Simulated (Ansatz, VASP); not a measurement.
**Be in VASP and in Ansatz**

```
CELL_PARAMETERS angstrom
2.16691 0.00000 0.00000
0.00000 2.16691 0.00000
0.00000 0.00000 2.16691
ATOMIC_POSITIONS crystal
Be 0.00000 0.00000 0.00000
```

Alike in both runs: functional PBEsol; k mesh 26 × 26 × 26; occupations gaussian, width 0.1 eV; no spin polarisation.

Ansatz relaxed the structure, and its values are those at the end. VASP's run is a single point on that final structure, the one shown.

|  | VASP | Ansatz |
| --- | --- | --- |
| version | VASP 6.6.1 | Ansatz 0.2.0 |
| potentials or method | VASP PAW PBE potentials, release 64 (Be), cutoff 520 eV | scalar-relativistic, plane waves, PAW |
| valence electrons in the cell | 2 | 2 |

|  | VASP | Ansatz | Ansatz less VASP |
| --- | --- | --- | --- |
| gap on the k mesh at the Fermi level (eV) | none | none | - |
| pressure (GPa) | 0.2 | 0.0 | -0.20 |

VASP's potentials were made for PBE, not for PBEsol. A gap of «none» marks a metal or a gap that the smearing closes.
